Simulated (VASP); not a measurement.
# Li3Si2N (R-3m) in VASP: a series of runs, part 2 of 2

VASP 6.6.1.

### Step 3. Single point, PBE

This run uses another cell than the first one, of 12.98 Å³/atom, 1.004 times its volume.

File INCAR:

```
SYSTEM = Li3Si2N
PREC = Accurate ; ENCUT = 520
EDIFF = 1E-6 ; ISMEAR = 0
SIGMA = 0.1 ; LREAL = .FALSE.
LASPH = .TRUE. ; NELM = 60
ALGO = Normal ; ISIF = 2
LWAVE = .FALSE. ; LCHARG = .TRUE.
GGA = PE ; LELF = .TRUE.
LVHAR = .TRUE. ; NBANDS = 20
```

File KPOINTS:

```
regular mesh
0
G
  6 6 6
  0 0 0
```

File POSCAR:

```
Li3Si2N
1.0
    2.3969940957      1.3839051864      3.9121764844
   -2.3969940957      1.3839051864      3.9121764844
    0.0000000000     -2.7678103729      3.9121764844
Li Si N
3 2 1
Direct
    0.5000000000      0.5000000000      0.0000000000
    0.0000000000      0.5000000000      0.5000000000
    0.5000000000      0.0000000000      0.5000000000
    0.1476896958      0.1476896958      0.1476896958
    0.8523103042      0.8523103042      0.8523103042
    0.0000000000      0.0000000000      0.0000000000
```

Potentials or basis: VASP PAW PBE potentials, release 64 (Li_sv, Si, N).

Launch:

```sh
> cat potpaw_PBE.64/Li_sv/POTCAR potpaw_PBE.64/Si/POTCAR potpaw_PBE.64/N/POTCAR > POTCAR
> mpirun -np 1 vasp_std > vasp.out
```

OUTCAR:

```text
SYSTEM = Li3Si2N
   PREC = Accurate
   ENCUT = 520
   EDIFF = 1E-6
   ISMEAR = 0
   LREAL = .FALSE.
   LASPH = .TRUE.
   NELM = 60
   ISIF = 2
   GGA = PE

 ion  position               nearest neighbor table
   1  0.500  0.500  0.000-   2 2.40   3 2.40   3 2.40   2 2.40   4 2.58   5 2.58
   2  0.000  0.500  0.500-   3 2.40   3 2.40   1 2.40   1 2.40   4 2.58   5 2.58
   3  0.500  0.000  0.500-   2 2.40   2 2.40   1 2.40   1 2.40   4 2.58   5 2.58
   4  0.148  0.148  0.148-   6 1.73   1 2.58   3 2.58   2 2.58   5 2.80   5 2.80   5 2.80
   5  0.852  0.852  0.852-   6 1.73   1 2.58   3 2.58   2 2.58   4 2.80   4 2.80   4 2.80
   6  0.000  0.000  0.000-   4 1.73   5 1.73
[... 760 lines left out ...]
  Total       -0.1446964     -0.1446964     -0.1043511      0.0000000      0.0000000      0.0000000
  in kB       -2.9773186     -2.9773186     -2.1471608      0.0000000      0.0000000      0.0000000
  external PRESSURE =      -2.7005993 kB  Pullay stress =       0.0000000 kB

 VOLUME and BASIS-vectors are now :
 -----------------------------------------------------------------------------
  energy-cutoff  :      520.00
  volume of cell :       77.87
      direct lattice vectors                 reciprocal lattice vectors
     2.396994096  1.383905186  3.912176484     0.208594590  0.120432143  0.085204063
    -2.396994096  1.383905186  3.912176484    -0.208594590  0.120432143  0.085204063
     0.000000000 -2.767810373  3.912176484     0.000000000 -0.240864285  0.085204063

 POSITION                                       TOTAL-FORCE (eV/Angst)
 -----------------------------------------------------------------------------------
      0.00000      1.38391      3.91218        -0.000000     -0.000000     -0.000000
     -1.19850     -0.69195      3.91218        -0.000000     -0.000000     -0.000000
      1.19850     -0.69195      3.91218         0.000000     -0.000000     -0.000000
      0.00000     -0.00000      1.73336        -0.000000     -0.000000      0.000400
      0.00000     -0.00000     10.00316        -0.000000      0.000000     -0.000400
      0.00000      0.00000      0.00000        -0.000000     -0.000000     -0.000000
 -----------------------------------------------------------------------------------
    total drift:                                0.000000     -0.000000      0.000000

  FREE ENERGIE OF THE ION-ELECTRON SYSTEM (eV)
  ---------------------------------------------------
  free  energy   TOTEN  =       -25.3390688414 eV

  energy  without entropy=      -25.3274077266  energy(sigma->0) =      -25.33323828
```

OSZICAR:

```text
N       E                     dE             d eps       ncg     rms          rms(c)
DAV:   1     0.940417137555E+02    0.94042E+02   -0.95016E+03  1280   0.110E+03
DAV:   2    -0.122449834562E+02   -0.10629E+03   -0.10166E+03  1520   0.243E+02
DAV:   3    -0.270571393978E+02   -0.14812E+02   -0.14647E+02  2376   0.593E+01
DAV:   4    -0.276903378155E+02   -0.63320E+00   -0.63091E+00  1736   0.154E+01
DAV:   5    -0.277272300766E+02   -0.36892E-01   -0.36889E-01  1940   0.281E+00    0.101E+01
DAV:   6    -0.253416815457E+02    0.23855E+01   -0.74317E+00  1532   0.180E+01    0.469E+00
DAV:   7    -0.253763154199E+02   -0.34634E-01   -0.13702E+00  1460   0.700E+00    0.266E+00
DAV:   8    -0.253484933145E+02    0.27822E-01   -0.20711E-01  1544   0.229E+00    0.745E-01
DAV:   9    -0.253393211341E+02    0.91722E-02   -0.45944E-02  1744   0.128E+00    0.262E-01
DAV:  10    -0.253391732372E+02    0.14790E-03   -0.86433E-03  1572   0.572E-01    0.106E-01
DAV:  11    -0.253391226066E+02    0.50631E-04   -0.69124E-04  1552   0.161E-01    0.707E-02
DAV:  12    -0.253390706064E+02    0.52000E-04   -0.35544E-04  1540   0.966E-02    0.226E-02
DAV:  13    -0.253390697622E+02    0.84425E-06   -0.29566E-05  1708   0.351E-02    0.124E-02
DAV:  14    -0.253390713164E+02   -0.15542E-05   -0.40834E-06  1604   0.121E-02    0.107E-02
DAV:  15    -0.253390687372E+02    0.25792E-05   -0.52676E-06  1444   0.136E-02    0.191E-03
DAV:  16    -0.253390688414E+02   -0.10425E-06   -0.81924E-07   780   0.531E-03
   1 F= -.25339069E+02 E0= -.25333238E+02  d E =-.116611E-01
```

stdout:

```text
POSCAR found type information on POSCAR LiSiN
 POSCAR found :  3 types and       6 ions
 scaLAPACK will be used
 LDA part: xc-table for (Slater+PW92), standard interpolation
 POSCAR, INCAR and KPOINTS ok, starting setup
 FFT: planning ... GRIDC
 FFT: planning ... GRID_SOFT
 FFT: planning ... GRID
 WAVECAR not read
 entering main loop
```

It took 25 s on 1 thread of Intel Xeon 6975P-C (Granite Rapids), shared host; peak memory 0.22 GiB.

Results:

- Free energy: -25.3391 eV
- Band gap on the k mesh: zero (band 11 reaches 5.71 eV, above the bottom of band 12 at 5.21 eV)

Levels at points of the mesh, in eV from the Fermi level:
| k point | band 7 | band 8 | band 9 | band 10 | band 11 | band 12 | band 13 | band 14 | band 15 | band 16 |
| --- | --- | --- | --- | --- | --- | --- | --- | --- | --- | --- |
| (0.00, 0.00, 0.00) | -4.76 | -4.76 | -3.34 | -2.03 | -2.03 | 1.52 | 1.52 | 2.19 | 2.27 | 4.43 |
| (0.50, 0.00, 0.00) | -6.24 | -4.55 | -2.98 | -2.57 | -0.59 | 0.79 | 2.14 | 2.30 | 4.34 | 5.01 |
| (0.50, 0.50, 0.00) | -5.69 | -5.67 | -3.14 | -2.37 | -0.05 | 1.73 | 1.77 | 3.65 | 3.96 | 4.97 |
| (0.50, 0.50, 0.50) | -5.46 | -4.64 | -3.35 | -0.18 | 0.21 | 0.21 | 0.81 | 0.81 | 1.05 | 6.02 |

Caveat: the cutoff is under 1.25 times the usual one of these potentials, so pressure, stress and relaxed cells hold a basis-set (Pulay) error.

### Step 4. Relaxation of cell and atoms, PBE

File INCAR:

```
PREC = Accurate
ENCUT = 600
EDIFF = 1E-6
ISMEAR = 0
SIGMA = 0.1
LREAL = F
LASPH = T
NELM = 100
ALGO = Normal
ISIF = 3
LWAVE = F
LCHARG = F
GGA = PE
IBRION = 2
NSW = 90
EDIFFG = -0.04
```

File KPOINTS:

```
regular mesh
0
Gamma
  6 6 6
```

File POSCAR:

```
Li3Si2N
1.0
    2.4261106400      1.4007156300      3.8045558000
   -2.4261106400      1.4007156300      3.8045558000
    0.0000000000     -2.8014312600      3.8045558000
Li Si N
3 2 1
Direct
    0.5000000000      0.5000000000      0.0000000000
    0.0000000000      0.5000000000      0.5000000000
    0.5000000000      0.0000000000      0.5000000000
    0.2073785400      0.2073785400      0.2073785400
    0.7926214600      0.7926214600      0.7926214600
    0.0000000000      0.0000000000      0.0000000000
```

Potentials or basis: VASP PAW PBE potentials, release 64 (Li_sv, Si, N).

Launch:

```sh
> cat potpaw_PBE.64/Li_sv/POTCAR potpaw_PBE.64/Si/POTCAR potpaw_PBE.64/N/POTCAR > POTCAR
> mpirun -np 1 vasp_std > vasp.out
```

OUTCAR:

```text
PREC = Accurate
   ENCUT = 600
   EDIFF = 1E-6
   ISMEAR = 0
   LREAL = F
   LASPH = T
   NELM = 100
   ISIF = 3
   GGA = PE
   IBRION = 2
   NSW = 90
   EDIFFG = -0.04

 ion  position               nearest neighbor table
   1  0.500  0.500  0.000-   4 2.01   5 2.01   2 2.43   3 2.43   3 2.43   2 2.43
   2  0.000  0.500  0.500-   4 2.01   5 2.01   1 2.43   1 2.43   3 2.43   3 2.43
   3  0.500  0.000  0.500-   4 2.01   5 2.01   1 2.43   1 2.43   2 2.43   2 2.43
   4  0.207  0.207  0.207-   1 2.01   2 2.01   3 2.01   6 2.37   5 2.95   5 2.95   5 2.95
   5  0.793  0.793  0.793-   1 2.01   2 2.01   3 2.01   6 2.37   4 2.95   4 2.95   4 2.95
   6  0.000  0.000  0.000-   4 2.37   5 2.37

  LATTYP: Found a trigonal (rhomboedric) cell.
 ALAT       =     4.7246864392
 COS(alpha) =     0.4726423891

  Lattice vectors:

[... 750 lines left out ...]

 number of electron      21.9999988 magnetization

------------------------ aborting loop because EDIFF is reached ----------------------------------------
[... 75 lines left out ...]
--------------------------------------- Ionic step       14  -------------------------------------------

 number of electron      21.9999989 magnetization

 Free energy of the ion-electron system (eV)
  ---------------------------------------------------
  ext. energy  EPLUGINS =         0.00000000
  ---------------------------------------------------
  free energy    TOTEN  =       -25.34102098 eV

  energy without entropy =      -25.32942458  energy(sigma->0) =      -25.33522278

 E-fermi :   5.5426     XC(G=0):  -9.5335

 val. band max:        5.5382484451   @ k =   0.5000   0.5000   0.3333
 cond. band min:       5.5577169995   @ k =   0.5000   0.1667  -0.0000
 fundamental gap:      0.0194685544
 Fermi energy:         5.5426021807

 k-point     1 :       0.0000    0.0000    0.0000
  band No.  band energies     occupation
      1     -41.4800      2.00000
      2     -41.3618      2.00000
      3     -41.3618      2.00000
      4     -10.8531      2.00000
      5      -2.8878      2.00000
      6      -2.4841      2.00000
      7       0.7769      2.00000
      8       0.7769      2.00000
      9       2.2135      2.00000
     10       3.4998      2.00000
     11       3.4998      2.00000
     12       7.0721      0.00000
     13       7.0721      0.00000
     14       7.7252      0.00000
[... 448 lines left out ...]
  FREE ENERGIE OF THE ION-ELECTRON SYSTEM (eV)
  ---------------------------------------------------
  free  energy   TOTEN  =       -25.3410209800 eV

  energy  without entropy=      -25.3294245802  energy(sigma->0) =      -25.33522278

 reached required accuracy - stopping structural energy minimisation
```

CONTCAR:

```text
Li3Si2N
   1.00000000000000
     2.3839348269668683    1.3763654130633227    3.9126012164194583
    -2.3839348269668683    1.3763654130633227    3.9126012164194583
    -0.0000000000000000   -2.7527308261266454    3.9126012164194583
  Li              Si              N
     3     2     1
Direct
     0.5000000000000000    0.5000000000000000    0.0000000000000000
     0.0000000000000000    0.5000000000000000    0.5000000000000000
     0.5000000000000000    0.0000000000000000    0.5000000000000000
     0.1478478304861351    0.1478478304861351    0.1478478304861351
     0.8521521695138647    0.8521521695138647    0.8521521695138647
     0.0000000000000000    0.0000000000000000    0.0000000000000000

  0.00000000E+00  0.00000000E+00  0.00000000E+00
  0.00000000E+00  0.00000000E+00  0.00000000E+00
  0.00000000E+00  0.00000000E+00  0.00000000E+00
  0.00000000E+00  0.00000000E+00  0.00000000E+00
  0.00000000E+00  0.00000000E+00  0.00000000E+00
  0.00000000E+00  0.00000000E+00  0.00000000E+00
```

It took 3.5 min on 1 thread of Intel Xeon 6975P-C (Granite Rapids), shared host; peak memory 0.26 GiB.

Results:

```yaml
Free_energy: -25.3410 eV
Relaxed_volume: 12.84 Å³/atom
Relaxed_cell: a = 4.784 Å, b = 4.784 Å, c = 4.784 Å, α = 59.78°, β = 59.78°, γ = 59.78°
Space_group_after_relaxing_to_0.05_Å: R-3m (No. 166)
Energy_gained_by_relaxing: 1257.3 meV/atom
Ionic_steps: 14
Pressure_after_relaxing: 0.0 GPa
Largest_force_after_relaxing: 0.039 eV/Å
Band_gap_on_the_k_mesh: zero (band 11 reaches 5.81 eV, above the bottom of band 12 at 5.29 eV)
```

Forces in eV/Å, atoms in the order of the input:
```
Li   0.000  0.000  0.000
Li   0.000  0.000  0.000
Li   0.000  0.000  0.000
Si   0.000  0.000 -0.039
Si   0.000  0.000  0.039
N    0.000  0.000  0.000
```

Step by step:
| step | energy change (eV) | largest force (eV/Å) | pressure (GPa) | volume (Å³) |
| --- | --- | --- | --- | --- |
| 1 | 0.0000 | 9.5113 | 13.31 | 77.57 |
| 2 | -5.8805 | 3.8450 | -8.58 | 90.22 |
| 3 | -6.3167 | 1.3333 | -6.94 | 103.13 |
| 4 | -6.7086 | 1.2679 | -10.41 | 97.30 |
| 5 | -6.6962 | 6.1388 | 6.49 | 83.97 |
| 6 | -7.2425 | 1.2275 | -4.36 | 89.72 |
| 7 | -7.4676 | 0.3921 | -2.81 | 84.37 |
| 8 | -7.5157 | 0.2364 | -1.15 | 80.98 |
| 9 | -7.5249 | 0.1830 | 0.23 | 79.42 |
| 10 | -7.5249 | 0.1842 | 0.23 | 79.41 |
| 11 | -7.5325 | 0.1305 | 0.24 | 78.79 |
| 12 | -7.5433 | 0.0042 | 0.33 | 76.90 |
| 13 | -7.5434 | 0.0150 | 0.35 | 76.72 |
| 14 | -7.5438 | 0.0387 | 0.05 | 77.03 |

Final structure:
```cif
data_structure
_symmetry_space_group_name_H-M 'P 1'
_symmetry_Int_Tables_number 1
_cell_length_a 4.7839
_cell_length_b 4.7839
_cell_length_c 4.7839
_cell_angle_alpha 59.778
_cell_angle_beta 59.778
_cell_angle_gamma 59.778
_cell_volume 77.03
loop_
_atom_site_label
_atom_site_type_symbol
_atom_site_fract_x
_atom_site_fract_y
_atom_site_fract_z
_atom_site_occupancy
Li1 Li 0.50000 0.50000 0.00000 1
Li2 Li 0.00000 0.50000 0.50000 1
Li3 Li 0.50000 0.00000 0.50000 1
Si1 Si 0.14785 0.14785 0.14785 1
Si2 Si 0.85215 0.85215 0.85215 1
N1 N 0.00000 0.00000 0.00000 1
```

Caveat: the cutoff is under 1.25 times the usual one of these potentials, so pressure, stress and relaxed cells hold a basis-set (Pulay) error.

### Step 5. Summary

| task | cell | cutoff (eV) | gap on the mesh (eV) | largest force (eV/Å) |
| --- | --- | --- | --- | --- |
| single point | a = 4.725 Å, angles 61.8°, 6 atoms | 520 | none | 9.51 |
| single point | a = 4.792 Å, angles 60.0°, 6 atoms | 520 | none | - |
| relaxation of cell and atoms | relaxed from a = 4.725 Å, angles 61.8°, 6 atoms | 600 | none | 0.04 |

Alike in all rows: level PBE; potentials or basis VASP PAW PBE potentials, release 64 (Li_sv, Si, N); no spin polarisation; k mesh 6 × 6 × 6; smearing gaussian 0.1 eV.

Caveats: the cutoff is under 1.25 times the usual one of these potentials, so pressure, stress and relaxed cells hold a basis-set (Pulay) error; forces of over 1 eV/Å act on the atoms, so gaps and moduli don't describe the material at rest (some runs).

Absolute energies hang on the potentials; compare differences alone.
